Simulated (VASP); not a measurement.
# Cs2KMoF6 (Fm-3m) in VASP: single point with LDA

Aim: the single point of Cs2KMoF6 with LDA.

Everything below comes from runs of VASP 6.6.1. Logs are shortened: lines on timing, memory, paths and dates and some standing lists are left out, and cuts for length are marked.

## Step 1: The cell of the first run

It takes space group Fm-3m (No. 225, cubic). The conventional cell has a = 9.415 Å, b = 9.415 Å, c = 9.415 Å, α = 90.00°, β = 90.00°, γ = 90.00°. K (site symmetry m-3m) has 6 F at 2.60 Å within 3.4 Å. Within 4.4 Å of Cs (site symmetry -43m) lie 12 F at 3.34 Å and 4 K at 4.08 Å and 4 Mo at 4.08 Å. Mo (site symmetry m-3m) has 6 F at 2.11 Å within 2.8 Å. F (site symmetry 4mm) has 1 Mo at 2.11 Å and 1 K at 2.60 Å within 2.8 Å.

## Step 2: Single point, LDA

Input file INCAR:

```
SYSTEM = Cs2KMoF6
  PREC = Accurate
  ENCUT = 520
  EDIFF = 1E-6
  ISMEAR = -5
  SIGMA = 0.1
  LREAL = .False.
  LASPH = .True.
  NELM = 80
  ALGO = Normal
  ISIF = 2
  LWAVE = .False.
  LCHARG = .False.
  GGA = CA
  NBANDS = 52
```

Input file KPOINTS:

```
Automatic mesh
0
Gamma
  4 4 4
  0 0 0
```

Input file POSCAR:

```
Cs2KMoF6
1.0
    0.0000000000      4.7073640000      4.7073640000
    4.7073640000      0.0000000000      4.7073640000
    4.7073640000      4.7073640000      0.0000000000
K Cs Mo F
1 2 1 6
Direct
    0.5000000000      0.5000000000      0.5000000000
    0.7500000000      0.7500000000      0.7500000000
    0.2500000000      0.2500000000      0.2500000000
    0.0000000000      0.0000000000      0.0000000000
    0.7761390000      0.2238610000      0.7761390000
    0.2238610000      0.2238610000      0.7761390000
    0.7761390000      0.7761390000      0.2238610000
    0.7761390000      0.2238610000      0.2238610000
    0.2238610000      0.7761390000      0.2238610000
    0.2238610000      0.7761390000      0.7761390000
```

Potentials or basis: VASP PAW LDA potentials, release 64 (K_sv, Cs_sv, Mo_sv, F).

Command:

```bash
cat potpaw_LDA.64/K_sv/POTCAR potpaw_LDA.64/Cs_sv/POTCAR potpaw_LDA.64/Mo_sv/POTCAR potpaw_LDA.64/F/POTCAR > POTCAR
mpirun -np 1 vasp_std > vasp.out
```

OUTCAR:

```text
SYSTEM = Cs2KMoF6
   PREC = Accurate
   ENCUT = 520
   EDIFF = 1E-6
   ISMEAR = -5
   LREAL = .False.
   LASPH = .True.
   NELM = 80
   ISIF = 2
   GGA = CA

 ion  position               nearest neighbor table
   1  0.500  0.500  0.500-   5 2.60   6 2.60   7 2.60   8 2.60   9 2.60  10 2.60
   2  0.750  0.750  0.750-
   3  0.250  0.250  0.250-
   4  0.000  0.000  0.000-   5 2.11   6 2.11   7 2.11   8 2.11   9 2.11  10 2.11
   5  0.776  0.224  0.776-   4 2.11   1 2.60
   6  0.224  0.224  0.776-   4 2.11   1 2.60
   7  0.776  0.776  0.224-   4 2.11   1 2.60
   8  0.776  0.224  0.224-   4 2.11   1 2.60
   9  0.224  0.776  0.224-   4 2.11   1 2.60
  10  0.224  0.776  0.776-   4 2.11   1 2.60

  LATTYP: Found a face centered cubic cell.
 ALAT       =     9.4147280000

  Lattice vectors:

 A1 = (   0.0000000000,   4.7073640000,   4.7073640000)
 A2 = (   4.7073640000,   0.0000000000,   4.7073640000)
 A3 = (   4.7073640000,   4.7073640000,   0.0000000000)

Analysis of symmetry for initial positions (statically):
=====================================================================
 Subroutine PRICEL returns:
 Original cell was already a primitive cell.

 Routine SETGRP: Setting up the symmetry group for a
 face centered cubic supercell.

 Subroutine GETGRP returns: Found 48 space group operations
 (whereof 48 operations were pure point group operations)
 out of a pool of 48 trial point group operations.

The static configuration has the point symmetry O_h .

Analysis of symmetry for dynamics (positions and initial velocities):
=====================================================================
 Subroutine PRICEL returns:
 Original cell was already a primitive cell.

 Routine SETGRP: Setting up the symmetry group for a
 face centered cubic supercell.

 Subroutine GETGRP returns: Found 48 space group operations
 (whereof 48 operations were pure point group operations)
 out of a pool of 48 trial point group operations.

The dynamic configuration has the point symmetry O_h .

 Subroutine INISYM returns: Found 48 space group operations
 (whereof 48 operations are pure point group operations),
 and found     1 'primitive' translations

----------------------------------------------------------------------------------------

                                     Primitive cell

  volume of cell :     208.6236

  direct lattice vectors                    reciprocal lattice vectors
     0.000000000  4.707364000  4.707364000    -0.106216558  0.106216558  0.106216558
     4.707364000  0.000000000  4.707364000     0.106216558 -0.106216558  0.106216558
     4.707364000  4.707364000  0.000000000     0.106216558  0.106216558 -0.106216558

  length of vectors
     6.657218012  6.657218012  6.657218012     0.183972475  0.183972475  0.183972475

  position of ions in fractional coordinates (direct lattice)
     0.500000000  0.500000000  0.500000000
     0.750000000  0.750000000  0.750000000
     0.250000000  0.250000000  0.250000000
     0.000000000  0.000000000  0.000000000
     0.776139000  0.223861000  0.776139000
     0.223861000  0.223861000  0.776139000
     0.776139000  0.776139000  0.223861000
     0.776139000  0.223861000  0.223861000
     0.223861000  0.776139000  0.223861000
     0.223861000  0.776139000  0.776139000

  ion indices of the primitive-cell ions
   primitive index   ion index
                 1           1
                 2           2
                 3           3
                 4           4
                 5           5
                 6           6
                 7           7
                 8           8
                 9           9
                10          10

----------------------------------------------------------------------------------------

 KPOINTS: Automatic mesh

Automatic generation of k-mesh.
 Grid dimensions read from file:
 generate k-points for:    4    4    4

 Generating k-lattice:

  Cartesian coordinates                     Fractional coordinates (reciprocal lattice)
    -0.026554139  0.026554139  0.026554139     0.250000000  0.000000000  0.000000000
     0.026554139 -0.026554139  0.026554139     0.000000000  0.250000000  0.000000000
     0.026554139  0.026554139 -0.026554139     0.000000000  0.000000000  0.250000000

  Length of vectors
     0.045993119  0.045993119  0.045993119

  Shift w.r.t. Gamma in fractional coordinates (k-lattice)
     0.000000000  0.000000000  0.000000000

 TETIRR: Found      9 inequivalent tetrahedra from      384

 Subroutine IBZKPT returns following result:
 ===========================================

 Found      8 irreducible k-points:

 Following reciprocal coordinates:
            Coordinates               Weight
  0.000000  0.000000  0.000000      1.000000
  0.250000  0.000000  0.000000      8.000000
  0.500000  0.000000  0.000000      4.000000
  0.250000  0.250000  0.000000      6.000000
  0.500000  0.250000  0.000000     24.000000
 -0.250000  0.250000  0.000000     12.000000
  0.500000  0.500000  0.000000      3.000000
 -0.250000  0.500000  0.250000      6.000000
   k-points           NKPTS =      8   k-points in BZ     NKDIM =      8   number of bands    NBANDS=     52
   number of dos      NEDOS =    301   number of ions     NIONS =     10
   total plane-waves  NPLWV = 125000
   dimension x,y,z NGX =    50 NGY =   50 NGZ =   50
   dimension x,y,z NGXF=   100 NGYF=  100 NGZF=  100
   ions per type =               1   2   1   6
   NGX,Y,Z   is equivalent  to a cutoff of  12.49, 12.49, 12.49 a.u.
   NGXF,Y,Z  is equivalent  to a cutoff of  24.97, 24.97, 24.97 a.u.
 SYSTEM =  Cs2KMoF6
   PREC   = accura    normal or accurate (medium, high low for compatibility)
   ISTART =      0    job   : 0-new  1-cont  2-samecut
   ICHARG =      2    charge: 1-file 2-atom 10-const
   ISPIN  =      1    spin polarized calculation?
   LNONCOLLINEAR =      F non collinear calculations
   LSORBIT =      F    spin-orbit coupling
   LASPH  =      T    aspherical Exc in radial PAW
   ENCUT  =  520.0 eV  38.22 Ry    6.18 a.u.  12.38 12.38 12.38*2*pi/ulx,y,z
   NELM   =     80;   NELMIN=  2; NELMDL= -5     # of ELM steps
   EDIFF  = 0.1E-05   stopping-criterion for ELM
   LREAL  =      F    real-space projection
   EDIFFG = 0.1E-04   stopping-criterion for IOM
   NSW    =      0    number of steps for IOM
   IBRION =     -1    ionic relax: 0-MD 1-quasi-New 2-CG
   NFREE  =      0    steps in history (QN), initial steepest desc. (CG)
   ISIF   =      2    stress and relaxation
   ISYM   =      2    0-nonsym 1-usesym 2-fastsym
   POTIM  = 0.5000    time-step for ionic-motion
   TEBEG  =    0.0;   TEEND  =   0.0 temperature during run
   PSTRESS=    0.0 pullay stress
   NELECT =      83.0000    total number of electrons
   NUPDOWN=      -1.0000    fix difference up-down
   EMIN   =  10.00;   EMAX   =-10.00  energy-range for DOS
   EFERMI =   0.00;   METHOD = LEGACY
   ISMEAR =    -5;   SIGMA  =   0.10  broadening in eV -4-tet -1-fermi 0-gaus
   EFERMI_NEDOS =   21; number of points for ismear=-14 and -15
   IALGO  =     38    algorithm
   IMIX   =      4    mixing-type and parameters
     AMIX     =   0.40;   BMIX     =  1.00
     AMIX_MAG =   1.60;   BMIX_MAG =  1.00
  volume/ion in A,a.u.               =      20.86       140.79
  Fermi-wavevector in a.u.,A,eV,Ry     =   1.204055  2.275334 19.725033  1.449749
  Thomas-Fermi vector in A             =   2.339791
   LORBIT       =      0    0 simple, 1 ext, 2 COOP (PROOUT), +10 PAW based schemes
   GGA     = CA    functional components
   LHFCALC =     F    Hartree Fock is set to
   AEXX    =    0.0000 exact exchange contribution
   IVDW    =     0    specifies the selected vdW correction
   LEPSILON=     F    determine dielectric tensor
   LRPA    =     F    only Hartree local field effects (RPA)
 non-spin polarized calculation
 Fermi weights with tetrahedron method with Bloechl corrections
  energy-cutoff  :      520.00
  volume of cell :      208.62
 maximum number of plane-waves:      5658
 NGX is ok and might be reduce to    50
   NGX = 25   NGY = 25   NGZ = 25

 number of electron      82.9999974 magnetization

 Free energy of the ion-electron system (eV)
  ---------------------------------------------------
  ext. energy  EPLUGINS =         0.00000000
  ---------------------------------------------------
  free energy    TOTEN  =       -54.10030853 eV

  energy without entropy =      -54.10030853  energy(sigma->0) =      -54.10030853

 E-fermi :   2.7016     XC(G=0):  -9.1655

 val. band max:        2.7021309383   @ k =  -0.2500   0.5000   0.2500
 cond. band min:       2.7018671594   @ k =   0.5000   0.0000   0.0000
 fundamental gap:     -0.0002637789
 Fermi energy:         2.7015752755

 k-point     1 :       0.0000    0.0000    0.0000
  band No.  band energies     occupation
      1     -59.1513      2.00000
      2     -33.4668      2.00000
      3     -33.4668      2.00000
      4     -33.4668      2.00000
      5     -27.5018      2.00000
      6     -21.4729      2.00000
[... 44 lines left out ...]
     51       6.1948      0.00000
     52       7.6924      0.00000

 k-point     2 :       0.2500    0.0000    0.0000
  band No.  band energies     occupation
      1     -59.1513      2.00000
      2     -33.4668      2.00000
      3     -33.4668      2.00000
      4     -33.4668      2.00000
      5     -27.5015      2.00000
      6     -21.4626      2.00000
[... 44 lines left out ...]
     51       6.5584      0.00000
     52       7.6074      0.00000

 k-point     3 :       0.5000    0.0000    0.0000
  band No.  band energies     occupation
      1     -59.1513      2.00000
      2     -33.4669      2.00000
      3     -33.4668      2.00000
      4     -33.4668      2.00000
      5     -27.5013      2.00000
      6     -21.4517      2.00000
[... 44 lines left out ...]
     51       6.9992      0.00000
     52       7.1267      0.00000

 k-point     4 :       0.2500    0.2500    0.0000
  band No.  band energies     occupation
      1     -59.1513      2.00000
      2     -33.4668      2.00000
      3     -33.4668      2.00000
      4     -33.4668      2.00000
      5     -27.5016      2.00000
      6     -21.4546      2.00000
[... 44 lines left out ...]
     51       6.7160      0.00000
     52       7.0610      0.00000

 k-point     5 :       0.5000    0.2500    0.0000
  band No.  band energies     occupation
      1     -59.1513      2.00000
      2     -33.4668      2.00000
      3     -33.4668      2.00000
      4     -33.4668      2.00000
      5     -27.5014      2.00000
      6     -21.4379      2.00000
[... 44 lines left out ...]
     51       7.2293      0.00000
     52       7.3418      0.00000

 k-point     6 :      -0.2500    0.2500    0.0000
  band No.  band energies     occupation
      1     -59.1513      2.00000
      2     -33.4668      2.00000
      3     -33.4668      2.00000
      4     -33.4668      2.00000
      5     -27.5014      2.00000
      6     -21.4469      2.00000
[... 44 lines left out ...]
     51       7.0477      0.00000
     52       7.1559      0.00000

 k-point     7 :       0.5000    0.5000    0.0000
  band No.  band energies     occupation
      1     -59.1513      2.00000
      2     -33.4668      2.00000
      3     -33.4668      2.00000
      4     -33.4668      2.00000
      5     -27.5015      2.00000
      6     -21.4227      2.00000
[... 44 lines left out ...]
     51       7.4599      0.00000
     52       7.4600      0.00000

 k-point     8 :      -0.2500    0.5000    0.2500
  band No.  band energies     occupation
      1     -59.1513      2.00000
      2     -33.4668      2.00000
      3     -33.4668      2.00000
      4     -33.4668      2.00000
      5     -27.5014      2.00000
      6     -21.4284      2.00000
[... 44 lines left out ...]
     51       6.9617      0.00000
     52       7.3693      0.00000

------------------------ aborting loop because EDIFF is reached ----------------------------------------

  FORCE on cell =-STRESS in cart. coord.  units (eV):
  Direction    XX          YY          ZZ          XY          YZ          ZX
  --------------------------------------------------------------------------------------
  -------------------------------------------------------------------------------------
  Total       -9.3404047     -9.3404047     -9.3404047      0.0000000     -0.0000000      0.0000000
  in kB      -71.7319995    -71.7319995    -71.7319995      0.0000000     -0.0000000      0.0000000
  external PRESSURE =     -71.7319995 kB  Pullay stress =       0.0000000 kB

 VOLUME and BASIS-vectors are now :
 -----------------------------------------------------------------------------
  energy-cutoff  :      520.00
  volume of cell :      208.62
      direct lattice vectors                 reciprocal lattice vectors
     0.000000000  4.707364000  4.707364000    -0.106216558  0.106216558  0.106216558
     4.707364000  0.000000000  4.707364000     0.106216558 -0.106216558  0.106216558
     4.707364000  4.707364000  0.000000000     0.106216558  0.106216558 -0.106216558

 POSITION                                       TOTAL-FORCE (eV/Angst)
 -----------------------------------------------------------------------------------
      4.70736      4.70736      4.70736         0.000000      0.000000     -0.000000
      7.06105      7.06105      7.06105         0.000000      0.000000     -0.000000
      2.35368      2.35368      2.35368         0.000000     -0.000000     -0.000000
      0.00000      0.00000      0.00000         0.000000     -0.000000     -0.000000
      4.70736      7.30714      4.70736         0.000000      0.893797     -0.000000
      4.70736      4.70736      2.10759         0.000000      0.000000     -0.893797
      4.70736      4.70736      7.30714         0.000000      0.000000      0.893797
      2.10759      4.70736      4.70736        -0.893797      0.000000     -0.000000
      4.70736      2.10759      4.70736         0.000000     -0.893797     -0.000000
      7.30714      4.70736      4.70736         0.893797      0.000000     -0.000000
 -----------------------------------------------------------------------------------
    total drift:                                0.000000      0.000000      0.000000

  FREE ENERGIE OF THE ION-ELECTRON SYSTEM (eV)
  ---------------------------------------------------
  free  energy   TOTEN  =       -54.1003085341 eV

  energy  without entropy=      -54.1003085341  energy(sigma->0) =      -54.10030853
```

Run time: 4.5 min. Hardware: 1 thread of AMD EPYC 7R43 (Zen 3), shared host; peak memory 0.29 GiB.

Results:

| Quantity | Value |
| --- | --- |
| Free energy | -54.1003 eV |
| Pressure | -7.2 GPa |
| Largest force | 0.894 eV/Å |
| Band gap on the k mesh | zero (an odd number of electrons rules out a gap without spin polarisation) |

Forces in eV/Å, atoms in the order of the input:
```
K    0.000  0.000  0.000
Cs   0.000  0.000  0.000
Cs   0.000  0.000  0.000
Mo   0.000  0.000  0.000
F    0.000  0.894  0.000
F    0.000  0.000 -0.894
F    0.000  0.000  0.894
F   -0.894  0.000  0.000
F    0.000 -0.894  0.000
F    0.894  0.000  0.000
```

Caveat: the cell stands under tension; spin-orbit coupling is left out, which moves the levels of the heavy elements; an odd number of electrons without spin polarisation forces a metal; a magnetic or distorted state may lie lower; tetrahedron occupations give inexact forces and stress in metals.
